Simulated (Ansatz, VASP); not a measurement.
## One calculation of Cs, two programs

```
CELL_PARAMETERS angstrom
8.59002 0.00000 0.00000
-4.29501 7.43917 0.00000
0.00000 0.00000 5.14504
ATOMIC_POSITIONS crystal
Cs 0.00000 0.00000 0.00000
Cs 0.33333 0.66667 0.50000
Cs 0.66667 0.33333 0.50000
```

Alike in both runs: task relaxation of cell and atoms; functional PBEsol; k mesh 6 × 6 × 10; occupations gaussian, width 0.1 eV; no spin polarisation.

|  | VASP | Ansatz |
| --- | --- | --- |
| version | VASP 6.6.1 | Ansatz 0.2.0 |
| potentials or method | VASP PAW PBE potentials, release 64 (Cs_sv), cutoff 600 eV | scalar-relativistic, plane waves, PAW |
| valence electrons in the cell | 27 | 27 |

|  | VASP | Ansatz | Ansatz less VASP |
| --- | --- | --- | --- |
| gap on the k mesh at the Fermi level, each at its own relaxed structure (eV) | none | none | - |
| relaxed volume (Å³/atom) | 109.59 | 109.59 | 0.000 |
| relaxed cell length with the largest relative difference (Å) | 8.590 | 8.590 | 0.0000 |

VASP's potentials were made for PBE, not for PBEsol. A gap of «none» marks a metal or a gap that the smearing closes.

Neither program's run includes spin-orbit coupling. Noted on VASP's run: the relaxation stopped at its first step, so nothing moved.
